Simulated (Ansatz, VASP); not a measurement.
**BN: VASP beside Ansatz**

Contents of POSCAR:

```
BN
1.0
    2.7582547698      0.0000000000      0.0000000000
   -1.3791273849      2.3887187008      0.0000000000
    0.0000000000      0.0000000000      4.5650034000
B N
2 2
Direct
    0.6666666667      0.3333333333      0.9997240000
    0.3333333333      0.6666666667      0.4997240000
    0.6666666667      0.3333333333      0.6252760000
    0.3333333333      0.6666666667      0.1252760000
```

Contents of INCAR.step1:

```
PREC = Accurate ; ENCUT = 520
ISMEAR = 0 ; SIGMA = 0.05
LREAL = F ; LASPH = T
NELM = 100 ; NBANDS = 16
GGA = PE ; ALGO = Normal
EDIFF = 1E-4 ; LWAVE = T
LCHARG = F
```

The input INCAR.step2:

```
PREC = Accurate ; ENCUT = 520
EDIFF = 1E-6 ; ISMEAR = 0
SIGMA = 0.05 ; LREAL = F
LASPH = T ; NELM = 100
ALGO = Normal ; ISIF = 2
LWAVE = F ; LCHARG = T
METAGGA = R2SCAN ; LMIXTAU = T
LELF = T ; LVHAR = T
NBANDS = 16 ; ISTART = 1
```

The input KPOINTS:

```
regular mesh
0
Gamma
  12 12 6
```

Input for Ansatz:

```yaml
crystal:
  lattice:
    - [2.7582547698, 0.0, 0.0]
    - [-1.3791273849, 2.3887187008, 0.0]
    - [0.0, 0.0, 4.5650034]
  atoms:
    - { symbol: B, position: [0.6666666667, 0.3333333333, 0.999724] }
    - { symbol: B, position: [0.3333333333, 0.6666666667, 0.499724] }
    - { symbol: "N", position: [0.6666666667, 0.3333333333, 0.625276] }
    - { symbol: "N", position: [0.3333333333, 0.6666666667, 0.125276] }
basis:
  ecutwfc: 500
kpoints:
  mp_grid: { grid: [12, 12, 6] }
hamiltonian:
  xc: r2scan
scf:
  occupations: { method: gaussian, width: 0.05 }
output:
  forces: true
  stress: true
  eigenvalues: true
```

Change from the starting cell: strain +0.080 along x and y, +0.080 along z, atoms carried along.

Alike in both runs: task single point; functional r2SCAN; k mesh 12 × 12 × 6; occupations gaussian, width 0.05 eV; no spin polarisation.

|  | VASP | Ansatz |
| --- | --- | --- |
| version | VASP 6.6.1 | Ansatz 0.2.0 |
| potentials or method | VASP PAW PBE potentials, release 64 (B, N), cutoff 520 eV | scalar-relativistic, plane waves, PAW |
| valence electrons in the cell | 16 | 16 |

```tsv
	VASP	Ansatz	Ansatz less VASP
gap on the k mesh at the Fermi level (eV)	5.88	5.90	+0.016
least direct gap on the mesh (eV)	7.06	7.03	-0.030
pressure (GPa)	-60.2	-60.5	-0.33
traceless stress, the component that is largest in VASP (GPa)	-0.62	-0.60	+0.017
rms of the force components (eV/Å)	0.093	0.094	+0.0015
```

VASP's potentials were made for PBE, not for r2SCAN. Atom by atom the forces differ by 0.002 eV/Å (rms over components). Both programs put the cell under strong tension, so it lies far from rest at this level.

Noted on VASP's run: the cell as given lies far from equilibrium.
